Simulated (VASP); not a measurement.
A run of VASP 6.6.1 is set up as follows.

The input INCAR:

```
PREC = Accurate
ENCUT = 520
EDIFF = 1E-7
ISMEAR = -1
SIGMA = 0.05
LREAL = F
LASPH = T
NELM = 60
ALGO = Normal
ISIF = 2
LWAVE = F
LCHARG = F
GGA = PE
NBANDS = 26
```

KPOINTS

```
regular mesh
0
Gamma
  12 12 4
```

Contents of POSCAR:

```
C
1.0
    2.5221000000      0.0000000000      0.0000000000
   -1.2610500000      2.1842026709      0.0000000000
    0.0000000000      0.0000000000      8.2371000000
C
8
Direct
    0.6871320000      0.3510970000      0.8484020000
    0.3384920000      0.6812140000      0.3448280000
    0.6490750000      0.3110160000      0.6528390000
    0.3401640000      0.6596720000      0.1531050000
    0.0017330000      0.0025270000      0.9115580000
   -0.0097080000     -0.0044340000      0.3964780000
    0.0180260000      0.0144900000      0.5898660000
    0.0047560000      0.0002400000      0.0906410000
```

Potentials or basis: VASP PAW PBE potentials, release 64 (C).

Command:

```sh
$ cat potpaw_PBE.64/C/POTCAR > POTCAR
$ mpirun -np 1 vasp_std > vasp.out
```

**Question.** What does it give for the band gap on the k mesh?

**Answer.** 3.69 eV, indirect (least direct gap 4.19 eV).

**Question.** What does it give for the pressure?

**Answer.** 5.2 GPa.

**Question.** Predict the largest force.

**Answer.** 4.045 eV/Å.

Forces on the atoms (eV/Å):
```
C   -1.080 -1.565 -1.064
C   -0.343 -1.680 -2.599
C    1.908  2.781  0.687
C   -0.617  0.773  0.213
C    0.829  0.998 -1.861
C    0.875  1.669  3.579
C   -1.924 -2.513 -0.246
C    0.352 -0.462  1.291
```

Caveat: the cell differs from its parent crystal (atoms moved at random); forces of over 1 eV/Å act on the atoms, so gaps and moduli don't describe the material at rest. A k mesh can miss the band edges.
